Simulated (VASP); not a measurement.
The system is Rh.

```xyz
1
Lattice="0.0000 1.8979 1.8979 1.8979 0.0000 1.8979 1.8979 1.8979 0.0000" Properties=species:S:1:pos:R:3 pbc="T T T"
Rh    0.0000    0.0000    0.0000
```

Base run:

* Program: VASP 6.6.1
* Functional: BLYP
* Potentials or basis: VASP PAW PBE potentials, release 64 (Rh_pv)
* Cutoff: 500 eV
* k mesh: 9 × 9 × 9
* Occupations: fermi-dirac, width 0.05 eV
* Spin: no spin polarisation

Its results: pressure 22.3 GPa.

Task: The run is repeated on the same cell with these changes: functional from BLYP to revPBE. What comes out?

Result: Pressure 11.1 GPa.

Caveats: the PAW data sets were made with another functional, which shifts forces and pressure a little.
